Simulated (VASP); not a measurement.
# SnSe (Pm-3m) in VASP: relaxation of cell and atoms with PBE

Aim: the relaxation of cell and atoms of SnSe with PBE.

All numbers are computed with VASP 6.6.1; they aren't measurements. Logs are shortened: lines on timing, memory, paths and dates and some standing lists are left out, and cuts for length are marked.

## 1. The cell of the first run

It takes space group Pm-3m (No. 221, cubic). The conventional cell has a = 3.680 Å, b = 3.680 Å, c = 3.680 Å, α = 90.00°, β = 90.00°, γ = 90.00°. Sn (site symmetry m-3m) has 8 Se at 3.19 Å and 6 Sn at 3.68 Å within 4.2 Å. Se (site symmetry m-3m) has 8 Sn at 3.19 Å and 6 Se at 3.68 Å within 4.2 Å.

## 2. Relaxation of cell and atoms, PBE

INCAR

```
SYSTEM = SnSe
PREC = Accurate
ENCUT = 600
EDIFF = 1E-6
ISMEAR = 0
SIGMA = 0.1
LREAL = .False.
LASPH = .True.
NELM = 60
ALGO = Normal
ISIF = 3
LWAVE = .False.
LCHARG = .False.
GGA = PE
IBRION = 2
NSW = 100
EDIFFG = -0.005
```

KPOINTS

```
Automatic mesh
0
Gamma
  12 12 12
  0 0 0
```

POSCAR

```
SnSe
1.0
    3.6796257280      0.0000000000      0.0000000000
    0.0000000000      3.6796257280      0.0000000000
    0.0000000000      0.0000000000      3.6796257280
Sn Se
1 1
Direct
    0.5000000000      0.5000000000      0.5000000000
    0.0000000000      0.0000000000      0.0000000000
```

Potentials or basis: VASP PAW PBE potentials, release 64 (Sn_d, Se).

Run with:

```
$ cat potpaw_PBE.64/Sn_d/POTCAR potpaw_PBE.64/Se/POTCAR > POTCAR
$ mpirun -np 1 vasp_std > vasp.out
```

OUTCAR:

```text
SYSTEM = SnSe
   PREC = Accurate
   ENCUT = 600
   EDIFF = 1E-6
   ISMEAR = 0
   LREAL = .False.
   LASPH = .True.
   NELM = 60
   ISIF = 3
   GGA = PE
   IBRION = 2
   NSW = 100
   EDIFFG = -0.005

 ion  position               nearest neighbor table
   1  0.500  0.500  0.500-   2 3.19   2 3.19   2 3.19   2 3.19   2 3.19   2 3.19   2 3.19   2 3.19

   2  0.000  0.000  0.000-   1 3.19   1 3.19   1 3.19   1 3.19   1 3.19   1 3.19   1 3.19   1 3.19

  LATTYP: Found a simple cubic cell.
 ALAT       =     3.6796257280

  Lattice vectors:

 A1 = (   3.6796257280,   0.0000000000,   0.0000000000)
 A2 = (   0.0000000000,   3.6796257280,   0.0000000000)
 A3 = (   0.0000000000,   0.0000000000,   3.6796257280)

Analysis of symmetry for initial positions (statically):
=====================================================================
 Subroutine PRICEL returns:
 Original cell was already a primitive cell.

 Routine SETGRP: Setting up the symmetry group for a
 simple cubic supercell.

 Subroutine GETGRP returns: Found 48 space group operations
 (whereof 48 operations were pure point group operations)
 out of a pool of 48 trial point group operations.

The static configuration has the point symmetry O_h .

Analysis of symmetry for dynamics (positions and initial velocities):
=====================================================================
 Subroutine PRICEL returns:
 Original cell was already a primitive cell.

 Routine SETGRP: Setting up the symmetry group for a
 simple cubic supercell.

 Subroutine GETGRP returns: Found 48 space group operations
 (whereof 48 operations were pure point group operations)
 out of a pool of 48 trial point group operations.

The dynamic configuration has the point symmetry O_h .

 Subroutine INISYM returns: Found 48 space group operations
 (whereof 48 operations are pure point group operations),
 and found     1 'primitive' translations

----------------------------------------------------------------------------------------

                                     Primitive cell

  volume of cell :      49.8208

  direct lattice vectors                    reciprocal lattice vectors
     3.679625728  0.000000000  0.000000000     0.271766770  0.000000000  0.000000000
     0.000000000  3.679625728  0.000000000     0.000000000  0.271766770  0.000000000
[... 96 lines left out ...]
   NELECT =      20.0000    total number of electrons
   NUPDOWN=      -1.0000    fix difference up-down
   EMIN   =  10.00;   EMAX   =-10.00  energy-range for DOS
   EFERMI =   0.00;   METHOD = LEGACY
   ISMEAR =     0;   SIGMA  =   0.10  broadening in eV -4-tet -1-fermi 0-gaus
   EFERMI_NEDOS =   21; number of points for ismear=-14 and -15
   IALGO  =     38    algorithm
   IMIX   =      4    mixing-type and parameters
     AMIX     =   0.40;   BMIX     =  1.00
     AMIX_MAG =   1.60;   BMIX_MAG =  1.00
  volume/ion in A,a.u.               =      24.91       168.10
  Fermi-wavevector in a.u.,A,eV,Ry     =   1.207669  2.282163 19.843607  1.458464
  Thomas-Fermi vector in A             =   2.343300
   LORBIT       =      0    0 simple, 1 ext, 2 COOP (PROOUT), +10 PAW based schemes
   GGA     = PE    functional components
   LHFCALC =     F    Hartree Fock is set to
   AEXX    =    0.0000 exact exchange contribution
   IVDW    =     0    specifies the selected vdW correction
   LEPSILON=     F    determine dielectric tensor
   LRPA    =     F    only Hartree local field effects (RPA)
 conjugate gradient relaxation of ions
 non-spin polarized calculation
 Gauss-broadening in eV      SIGMA  =   0.10
  energy-cutoff  :      600.00
  volume of cell :       49.82
 maximum number of plane-waves:      1743
 NGX is ok and might be reduce to    30
   NGX = 15   NGY = 15   NGZ = 15

 number of electron      19.9999993 magnetization

 Free energy of the ion-electron system (eV)
  ---------------------------------------------------
  ext. energy  EPLUGINS =         0.00000000
  ---------------------------------------------------
  free energy    TOTEN  =        -7.71702549 eV

  energy without entropy =       -7.71190444  energy(sigma->0) =       -7.71446496

 E-fermi :   6.1861     XC(G=0): -10.1765

 val. band max:        6.1823914826   @ k =   0.4167   0.3333   0.3333
 cond. band min:       6.2613078745   @ k =   0.3333   0.0833   0.0833
 fundamental gap:      0.0789163919
 Fermi energy:         6.1860667986

 k-point     1 :       0.0000    0.0000    0.0000
  band No.  band energies     occupation
      1     -15.3951      2.00000
      2     -15.3951      2.00000
      3     -15.3211      2.00000
      4     -15.3211      2.00000
      5     -15.3211      2.00000
      6      -7.4666      2.00000
      7       0.4512      2.00000
      8       4.3458      2.00000
      9       4.3458      2.00000
     10       4.3458      2.00000
     11      10.6081      0.00000
     12      10.6081      0.00000
     13      12.2314      0.00000
     14      12.2314      0.00000
[... 377 lines left out ...]
      1     -15.3685      2.00000
      2     -15.3614      2.00000
      3     -15.3367      2.00000
      4     -15.3329      2.00000
      5     -15.3174      2.00000
      6      -6.0645      2.00000
      7      -0.9099      2.00000
      8       1.7578      2.00000
      9       3.3139      2.00000
     10       5.8533      2.00000
     11       8.9852      0.00000
     12      10.3167      0.00000
     13      10.3667      0.00000
     14      13.7125      0.00000

 [... further k-points ...]

------------------------ aborting loop because EDIFF is reached ----------------------------------------

  FORCE on cell =-STRESS in cart. coord.  units (eV):
  Direction    XX          YY          ZZ          XY          YZ          ZX
  --------------------------------------------------------------------------------------
  -------------------------------------------------------------------------------------
  Total       -0.0064575     -0.0064575     -0.0064575      0.0000000     -0.0000000      0.0000000
  in kB       -0.2076654     -0.2076654     -0.2076654      0.0000000     -0.0000000      0.0000000
  external PRESSURE =      -0.2076654 kB  Pullay stress =       0.0000000 kB

 VOLUME and BASIS-vectors are now :
 -----------------------------------------------------------------------------
  energy-cutoff  :      600.00
  volume of cell :       49.82
      direct lattice vectors                 reciprocal lattice vectors
     3.679625728  0.000000000  0.000000000     0.271766770  0.000000000  0.000000000
     0.000000000  3.679625728  0.000000000     0.000000000  0.271766770  0.000000000
     0.000000000  0.000000000  3.679625728     0.000000000  0.000000000  0.271766770

 POSITION                                       TOTAL-FORCE (eV/Angst)
 -----------------------------------------------------------------------------------
      1.83981      1.83981      1.83981         0.000000      0.000000      0.000000
      0.00000      0.00000      0.00000         0.000000      0.000000      0.000000
 -----------------------------------------------------------------------------------
    total drift:                                0.000000      0.000000      0.000000

  FREE ENERGIE OF THE ION-ELECTRON SYSTEM (eV)
  ---------------------------------------------------
  free  energy   TOTEN  =        -7.7170254873 eV

  energy  without entropy=       -7.7119044407  energy(sigma->0) =       -7.71446496

 reached required accuracy - stopping structural energy minimisation
```

OSZICAR:

```text
N       E                     dE             d eps       ncg     rms          rms(c)
DAV:   1     0.128203642683E+03    0.12820E+03   -0.11439E+04  2352   0.206E+03
DAV:   2     0.352872800782E+01   -0.12467E+03   -0.12253E+03  2514   0.410E+02
DAV:   3    -0.771081498015E+01   -0.11240E+02   -0.10916E+02  2964   0.991E+01
DAV:   4    -0.798316275963E+01   -0.27235E+00   -0.27037E+00  2688   0.169E+01
DAV:   5    -0.798913404632E+01   -0.59713E-02   -0.59711E-02  3324   0.270E+00    0.297E+00
DAV:   6    -0.772009746473E+01    0.26904E+00   -0.74118E-01  3350   0.597E+00    0.170E+00
DAV:   7    -0.771841179536E+01    0.16857E-02   -0.66892E-02  2668   0.144E+00    0.930E-01
DAV:   8    -0.771713880748E+01    0.12730E-02   -0.63953E-03  2766   0.830E-01    0.764E-02
DAV:   9    -0.771699396352E+01    0.14484E-03   -0.76705E-04  3164   0.229E-01    0.484E-02
DAV:  10    -0.771702407593E+01   -0.30112E-04   -0.97568E-05  2682   0.691E-02    0.894E-03
DAV:  11    -0.771702531929E+01   -0.12434E-05   -0.33267E-06  2666   0.205E-02    0.314E-03
DAV:  12    -0.771702548730E+01   -0.16801E-06   -0.41640E-07  1332   0.102E-02
   1 F= -.77170255E+01 E0= -.77144650E+01  d E =-.771703E+01
```

Run time: 75 s. Hardware: 1 thread of AMD EPYC 7R13, shared host; peak memory 0.2 GiB.

What came out:

| Quantity | Value |
| --- | --- |
| Free energy | -7.7170 eV |
| Pressure after relaxing | 0.0 GPa |
| Band gap on the k mesh | zero (bands 10 and 11 overlap by 1.38 eV) |

Final structure:
```xyz
2
Lattice="3.6796 0.0000 0.0000 0.0000 3.6796 0.0000 0.0000 0.0000 3.6796" Properties=species:S:1:pos:R:3 pbc="T T T"
Sn    1.8398    1.8398    1.8398
Se    0.0000    0.0000    0.0000
```

Levels at points of the mesh, in eV from the Fermi level:
| k point | band 8 | band 9 | band 10 | band 11 | band 12 | band 13 |
| --- | --- | --- | --- | --- | --- | --- |
| (0.00, 0.00, 0.00) | -1.84 | -1.84 | -1.84 | 4.42 | 4.42 | 6.05 |
| (0.50, 0.00, 0.00) | -0.58 | -0.58 | -0.08 | 0.41 | 3.12 | 3.12 |
| (0.50, 0.50, 0.00) | -4.94 | -4.94 | -0.16 | 4.10 | 4.10 | 4.75 |
| (0.50, 0.50, 0.50) | -2.96 | -2.96 | -2.96 | -1.04 | -1.04 | -1.04 |

Caveat: the relaxation stopped at its first step, so nothing moved; spin-orbit coupling is left out, which moves the levels of the heavy elements.
